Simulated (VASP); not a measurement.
## Sn: single point with PBEsol

The system is Sn.

```xyz
1
Lattice="3.2816 0.0000 0.0000 -1.0939 3.0940 0.0000 -1.0939 -1.5470 2.6794" Properties=species:S:1:pos:R:3 pbc="T T T"
Sn    0.0000    0.0000    0.0000
```

| Property | Result |
| --- | --- |
| Program | VASP 6.6.1 |
| Task | single point |
| Functional | PBEsol |
| Potentials or basis | VASP PAW PBE potentials, release 64 (Sn_d) |
| Cutoff | 500 eV |
| k mesh | 12 × 12 × 12 |
| Occupations | fermi-dirac, width 0.1 eV |
| Spin | no spin polarisation |
| Dipole correction | no |
| Further INCAR settings | ALGO = Normal; EDIFF = 1e-06; NBANDS = 13 |

```yaml
Pressure: -2.2 GPa
Band_gap_on_the_k_mesh: zero (band 7 reaches 15.86 eV, above the bottom of band 8 at 5.45 eV)
```

Levels at points of the mesh, in eV from the Fermi level:
```csv
k point,band 4,band 5,band 6,band 7,band 8,band 9,band 10,band 11
"(0.00, 0.00, 0.00)",-21.34,-21.34,-11.12,7.91,7.91,7.91,12.09,12.09
"(0.50, 0.00, 0.00)",-21.35,-21.26,-6.46,-4.45,3.56,5.39,7.92,8.23
"(0.50, 0.50, 0.50)",-21.28,-21.28,-2.54,-0.51,-0.51,-0.51,3.81,3.81
```

Run time: 5.3 s on 1 thread of Intel(R) Xeon(R) 6975P-C (Granite Rapids), on a shared host, peak memory 0.15 GiB.

Caveat: the PAW data sets were made with another functional, which shifts forces and pressure a little; spin-orbit coupling is left out, which moves the levels of the heavy elements.
